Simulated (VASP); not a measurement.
**PtSe2: single point with PBE+D3(BJ)**

PtSe2, a slab with vacuum:

```xyz
12
Lattice="7.5434 0.0000 0.0000 -3.7717 6.5328 0.0000 0.0000 0.0000 21.4645" Properties=species:S:1:pos:R:3 pbc="T T T"
Se    1.8859    1.0888    8.0000
Se    0.0000    4.3552    8.0000
Se    5.6576    1.0888    8.0000
Se    3.7717    4.3552    8.0000
Se    0.0049    2.1809   10.5595
Se   -1.8812    5.4466   10.5815
Se    3.7709    2.1644   10.5741
Se    1.8740    5.4501   10.5740
Pt    0.0013   -0.0087    9.2939
Pt   -1.8927    3.2718    9.2937
Pt    3.7701   -0.0009    9.2800
Pt    1.8905    3.2691    9.2864
```

| Quantity | Value |
| --- | --- |
| Program | VASP 6.6.1 |
| Task | single point |
| Functional | PBE |
| Dispersion | D3(BJ) |
| Potentials or basis | VASP PAW PBE potentials, release 64 (Se, Pt) |
| Cutoff | 520 eV |
| k mesh | 3 × 3 × 1 |
| Occupations | gaussian, width 0.1 eV |
| Spin | no spin polarisation |

```yaml
Largest_force: 0.204 eV/Å
Band_gap_on_the_k_mesh: 1.62 eV
Dispersion_energy_per_atom: -0.290 eV
```

Forces on the atoms (eV/Å):
```
Se  -0.037 -0.013 -0.011
Se  -0.029 -0.024 -0.012
Se   0.034  0.019  0.017
Se   0.011  0.007  0.024
Se  -0.036 -0.024  0.133
Se  -0.024 -0.013 -0.023
Se  -0.013  0.097  0.012
Se   0.078 -0.061  0.014
Pt  -0.036  0.179 -0.092
Pt   0.134 -0.119 -0.090
Pt  -0.003 -0.001  0.044
Pt  -0.080 -0.046 -0.015
```

Levels at points of the mesh, in eV from the valence-band top:
```
           k point  band 42  band 43  band 44  band 45  band 46  band 47
(0.00, 0.00, 0.00)    -0.53    -0.08    -0.08     2.31     2.32     2.33
```

Wall time 17 min on 1 thread of Intel Xeon 6975P-C, on a shared host, peak memory 1 GiB.

Caveat: spin-orbit coupling is left out, which moves the levels of the heavy elements.
